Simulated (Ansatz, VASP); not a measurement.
**One calculation of CaO, two programs**

```
CELL_PARAMETERS angstrom
-0.01192 2.37762 2.37762
2.37762 -0.01192 2.37762
2.37762 2.37762 -0.01192
ATOMIC_POSITIONS crystal
Ca 0.00000 0.00000 0.00000
O 0.50000 0.50000 0.50000
```

Change from the starting cell: equal xy, yz and zx engineering shears of -0.5 %.

Alike in both runs: task relaxation of the atoms; functional PBEsol; k mesh 10 × 10 × 10; no spin polarisation.

|  | VASP | Ansatz |
| --- | --- | --- |
| version | VASP 6.6.1 | Ansatz 0.2.0 |
| potentials or method | VASP PAW PBE potentials, release 64 (Ca_sv, O), cutoff 520 eV | all-electron LAPW, scalar-relativistic |
| occupations | gaussian, width 0.01 eV | fixed |

Ansatz gave:

```
gap on the k mesh at the Fermi level, each at its own relaxed structure (eV) : 3.52
```

Q: What did VASP give for the same quantities?

A: gap on the k mesh at the Fermi level, each at its own relaxed structure (eV): 3.51.

VASP's potentials were made for PBE, not for PBEsol. Ansatz ran all-electron here, and VASP with PAW potentials.

Noted on VASP's run: the relaxation stopped at its first step, so nothing moved.
